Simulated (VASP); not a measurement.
Here is a VASP 6.6.1 calculation.

File INCAR:

```
PREC     = Accurate       # precision mode
ENCUT    = 520            # plane-wave cutoff, eV
EDIFF    = 1E-8           # SCF threshold, eV
ISMEAR   = -1             # smearing method
SIGMA    = 0.05           # smearing width, eV
LREAL    = F              # projectors in reciprocal space
LASPH    = T              # aspherical terms in the spheres
NELM     = 60             # most SCF steps
ALGO     = Normal         # electronic algorithm
ISIF     = 2              # what is computed and relaxed
LWAVE    = F              # write WAVECAR
LCHARG   = F              # write CHGCAR
GGA      = PS             # functional
LEFG     = T            
NBANDS   = 15             # bands
```

Contents of KPOINTS:

```
regular mesh
0
Gamma
  13 13 11
```

File POSCAR:

```
HfB2
1.0
    3.2015843649      0.0000000000      0.0000000000
   -1.6007921825      2.7726533923      0.0000000000
    0.0000000000      0.0000000000      3.5482526220
Hf B
1 2
Direct
    0.0000000000      0.0000000000      0.0000000000
    0.3333333333      0.6666666667      0.5000000000
    0.6666666667      0.3333333333      0.5000000000
```

Potentials or basis: VASP PAW PBE potentials, release 64 (Hf_pv, B).

Launch:

```console
$ cat potpaw_PBE.64/Hf_pv/POTCAR potpaw_PBE.64/B/POTCAR > POTCAR
$ mpirun -np 1 vasp_std > vasp.out
```

(1) What does it give for the band gap on the k mesh?

(2) Predict the pressure.

## Answers

(1) zero (bands 8 and 9 overlap by 0.95 eV).

(2) -17.4 GPa.

Caveat: the cell stands under tension; without QUAD_EFG the Cq values of the log hold for a quadrupole moment of 1 mb, not for the nuclei; the PAW data sets were made with another functional, which shifts forces and pressure a little; spin-orbit coupling is left out, which moves the levels of the heavy elements.
